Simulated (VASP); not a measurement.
Input of a VASP 6.6.1 run:

The input INCAR:

```
SYSTEM = GeMo
PREC = Accurate
ENCUT = 520
EDIFF = 1E-6
ISMEAR = -1
SIGMA = 0.08
LREAL = .FALSE.
LASPH = .TRUE.
NELM = 80
ALGO = Normal
ISIF = 2
LWAVE = .FALSE.
LCHARG = .FALSE.
GGA = PE
NBANDS = 21
```

File KPOINTS:

```
regular mesh
0
G
  13 13 13
  0 0 0
```

The input POSCAR:

```
GeMo
1.0
    0.0000000000      2.4887671301      2.4887671301
    2.4887671301      0.0000000000      2.4887671301
    2.4887671301      2.4887671301      0.0000000000
Mo Ge
1 1
Direct
    0.0000000000      0.0000000000      0.0000000000
    0.5000000000      0.5000000000      0.5000000000
```

Potentials or basis: VASP PAW PBE potentials, release 64 (Mo_sv, Ge_d).

Command:

```console
$ cat potpaw_PBE.64/Mo_sv/POTCAR potpaw_PBE.64/Ge_d/POTCAR > POTCAR
$ mpirun -np 1 vasp_std > vasp.out
```

**Question.** What does it give for the pressure?

**Answer.** 19.5 GPa.

**Question.** Predict the band gap on the k mesh.

**Answer.** Zero (bands 14 and 15 overlap by 1.93 eV).

Caveat: the cell stands under pressure.
